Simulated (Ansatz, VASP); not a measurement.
Two plane-wave programs on Te2Mo

INCAR

```
SYSTEM = Te2Mo
PREC = Accurate
ENCUT = 520
EDIFF = 1E-6
ISMEAR = 0
SIGMA = 0.05
LREAL = .False.
LASPH = .True.
NELM = 80
ALGO = Normal
ISIF = 2
LWAVE = .False.
LCHARG = .True.
GGA = PE
LELF = .True.
LVHAR = .True.
NBANDS = 35
```

File KPOINTS:

```
regular mesh
0
Gamma
  12 12 2
  0 0 0
```

POSCAR

```
Te2Mo
1.0
    3.5570664331      0.0000000000      0.0000000000
   -1.7785332165      3.0805098940      0.0000000000
    0.0000000000      0.0000000000     15.2047186580
Te Mo
4 2
Direct
    0.3089867146      0.6179734291      0.6508250721
    0.6666666667      0.3333333333      0.1310943552
    0.3333333333      0.6666666667      0.8689056448
    0.6666666667      0.3333333333      0.3689056448
    0.3333333333      0.6666666667      0.2500000000
    0.6666666667      0.3333333333      0.7500000000
```

Input for Ansatz:

```yaml
crystal:
  lattice:
    - [3.5570664331, 0.0, 0.0]
    - [-1.7785332165, 3.080509894, 0.0]
    - [0.0, 0.0, 15.204718658]
  atoms:
    - { symbol: Te, position: [0.3089867146, 0.6179734291, 0.6508250721] }
    - { symbol: Te, position: [0.6666666667, 0.3333333333, 0.1310943552] }
    - { symbol: Te, position: [0.3333333333, 0.6666666667, 0.8689056448] }
    - { symbol: Te, position: [0.6666666667, 0.3333333333, 0.3689056448] }
    - { symbol: Mo, position: [0.3333333333, 0.6666666667, 0.25] }
    - { symbol: Mo, position: [0.6666666667, 0.3333333333, 0.75] }
basis:
  ecutwfc: 420
kpoints:
  mp_grid: { grid: [12, 12, 2] }
hamiltonian:
  xc: pbe
scf:
  occupations: { method: gaussian, width: 0.05 }
output:
  forces: true
  stress: true
  eigenvalues: true
  write_density: true
  write_potential: true
  elf: true
  volumetric_format: npy
```

Alike in both runs: task single point; functional PBE; k mesh 12 × 12 × 2; occupations gaussian, width 0.05 eV; no spin polarisation.

|  | VASP | Ansatz |
| --- | --- | --- |
| version | VASP 6.6.1 | Ansatz 0.2.0 |
| potentials or method | VASP PAW PBE potentials, release 64 (Te, Mo_sv), cutoff 520 eV | scalar-relativistic, plane waves, PAW |
| valence electrons in the cell | 52 | 92 |

```csv
,VASP,Ansatz,Ansatz less VASP
gap on the k mesh at the Fermi level (eV),0.20,0.22,+0.024
least direct gap on the mesh (eV),0.44,0.46,+0.015
pressure (GPa),5.6,5.6,-0.03
"traceless stress, the component that is largest in VASP (GPa)",-3.14,-3.11,+0.035
rms of the force components (eV/Å),1.725,1.720,-0.0056
```

Atom by atom the forces differ by 0.010 eV/Å (rms over components). VASP's potentials hold 52 valence electrons a cell and Ansatz's 92, so a difference there can come from the potentials and not from the codes.

Neither program's run includes spin-orbit coupling.
